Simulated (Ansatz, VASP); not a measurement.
## MgZn4O in VASP and in Ansatz

```xyz
6
Lattice="2.5410 -4.1047 0.0000 2.5410 4.1047 0.0000 0.0000 0.0000 3.9676" Properties=species:S:1:pos:R:3 pbc="T T T"
Mg    0.0000    0.0000    0.0000
Zn    2.5410    1.3059    0.0000
Zn    2.5410   -1.3059    0.0000
Zn    1.2705   -2.0523    1.9838
Zn    1.2705    2.0523    1.9838
O     2.5410    0.0000    1.9838
```

Change from the starting cell: species swapped into the DySiNi4 type (Cmmm, No. 65).

Alike in both runs: task relaxation of cell and atoms; functional PBE; k mesh 4 × 4 × 4; occupations gaussian, width 0.2 eV; no spin polarisation.

|  | VASP | Ansatz |
| --- | --- | --- |
| version | VASP 6.6.1 | Ansatz 0.2.0 |
| potentials or method | VASP PAW PBE potentials, release 64 (Mg, Zn, O), cutoff 600 eV | scalar-relativistic, plane waves, PAW |
| valence electrons in the cell | 56 | 64 |

Ansatz gave:

- gap on the k mesh at the Fermi level, each at its own relaxed structure (eV): none
- relaxed volume (Å³/atom): 15.13
- relaxed cell length with the largest relative difference (Å): 4.229

Q: What did VASP give for the same quantities?

A: gap on the k mesh at the Fermi level, each at its own relaxed structure (eV): none; relaxed volume (Å³/atom): 15.18; relaxed cell length with the largest relative difference (Å): 4.264.

A gap of «none» marks a metal or a gap that the smearing closes. VASP's potentials hold 56 valence electrons a cell and Ansatz's 64, so a difference there can come from the potentials and not from the codes.

The k mesh is coarse, so the values compare programs but aren't converged.
